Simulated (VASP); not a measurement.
Write the native input for VASP 6.6.1 that does the following.

| Property | Result |
| --- | --- |
| Task | single point |
| Functional | r2SCAN |
| Potentials or basis | VASP PAW PBE potentials, release 64 (Sc_sv, Sb, Pt) |
| Cutoff | 520 eV |
| k mesh | 8 × 8 × 8 |
| Occupations | gaussian, width 0.1 eV |
| Spin | no spin polarisation |
| Dipole correction | no |
| Further INCAR settings | ALGO = Normal; EDIFF = 1e-06; NBANDS = 31 |

The system is ScSbPt3.

```
Sc Sb Pt
1.0
     4.88188    0.00000    0.00000
     0.00000    4.88188    0.00000
     0.00000    0.00000    4.88188
Sc Sb Pt
1 1 3
Direct
  0.00000 0.00000 0.00000
  0.50000 0.50000 0.50000
  0.00000 0.50000 0.50000
  0.50000 0.00000 0.50000
  0.50000 0.50000 0.00000
```

These files were run (other wordings do the same):

POSCAR

```
ScSbPt3
1.0
    4.8818813618      0.0000000000      0.0000000000
    0.0000000000      4.8818813618      0.0000000000
    0.0000000000      0.0000000000      4.8818813618
Sc Sb Pt
1 1 3
Direct
    0.0000000000      0.0000000000      0.0000000000
    0.5000000000      0.5000000000      0.5000000000
    0.0000000000      0.5000000000      0.5000000000
    0.5000000000      0.0000000000      0.5000000000
    0.5000000000      0.5000000000      0.0000000000
```

INCAR.step1

```
SYSTEM = ScSbPt3
PREC = Accurate ; ENCUT = 520
ISMEAR = 0 ; SIGMA = 0.1
LREAL = .False. ; LASPH = .True.
NELM = 60 ; NBANDS = 31
GGA = PE ; ALGO = Normal
EDIFF = 1E-4 ; LWAVE = .True.
LCHARG = .False.
```

INCAR.step2

```
SYSTEM = ScSbPt3
PREC = Accurate ; ENCUT = 520
EDIFF = 1E-6 ; ISMEAR = 0
SIGMA = 0.1 ; LREAL = .False.
LASPH = .True. ; NELM = 60
ALGO = Normal ; ISIF = 2
LWAVE = .False. ; LCHARG = .False.
METAGGA = R2SCAN ; LMIXTAU = .True.
NBANDS = 31 ; ISTART = 1
```

KPOINTS

```
Automatic mesh
0
Gamma
  8 8 8
  0 0 0
```

Potentials or basis: VASP PAW PBE potentials, release 64 (Sc_sv, Sb, Pt).

The run is started by

```console
$ cat potpaw_PBE.64/Sc_sv/POTCAR potpaw_PBE.64/Sb/POTCAR potpaw_PBE.64/Pt/POTCAR > POTCAR
$ cp INCAR.step1 INCAR
$ mpirun -np 1 vasp_std > vasp.out
$ cp INCAR.step2 INCAR
$ mpirun -np 1 vasp_std > vasp.out
```

It gave:

The pressure is 0.0 GPa and the band gap on the k mesh is zero (bands 23 and 24 overlap by 0.95 eV).

Caveat: the PAW data sets were made with another functional, which shifts forces and pressure a little; spin-orbit coupling is left out, which moves the levels of the heavy elements.

Run time: 6 min on 1 thread of Intel(R) Xeon(R) 6975P-C (Granite Rapids), with other jobs on the host, peak memory 0.3 GiB.
